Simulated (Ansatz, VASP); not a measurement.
## Two plane-wave programs on HfBiO6

```
Hf Bi O
1.0
     3.36555    0.00000    0.00000
    -1.68277    2.91465    0.00000
     0.00000    0.00000   13.84337
Hf Bi O
1 1 6
Direct
  0.00000 0.00000 0.01107
  0.00000 0.00000 0.37166
  0.33333 0.66667 0.45332
  0.66667 0.33333 0.29021
  0.00000 0.00000 0.64634
  0.00000 0.00000 0.73425
  0.33333 0.66667 0.07722
  0.66667 0.33333 0.94492
```

Alike in both runs: functional PBE; k mesh 6 × 6 × 2; occupations gaussian, width 0.2 eV; no spin polarisation.

Ansatz relaxed the structure, and its values are those at the end. VASP's run is a single point on that final structure, the one shown.

|  | VASP | Ansatz |
| --- | --- | --- |
| version | VASP 6.6.1 | Ansatz 0.2.0 |
| potentials or method | VASP PAW PBE potentials, release 64 (Hf_pv, Bi_d, O), cutoff 520 eV | scalar-relativistic, plane waves, PAW |
| valence electrons in the cell | 61 | 77 |

|  | VASP | Ansatz | Ansatz less VASP |
| --- | --- | --- | --- |
| gap on the k mesh at the Fermi level (eV) | none | none | - |
| pressure (GPa) | 0.1 | 0.2 | +0.13 |
| rms of the force components (eV/Å) | 0.337 | 0.008 | -0.3294 |

A gap of «none» marks a metal or a gap that the smearing closes. VASP's potentials hold 61 valence electrons a cell and Ansatz's 77, so a difference there can come from the potentials and not from the codes.

Spin-orbit coupling is off throughout. Noted on VASP's run: the standard files for N, O and F lose accuracy on very short bonds.
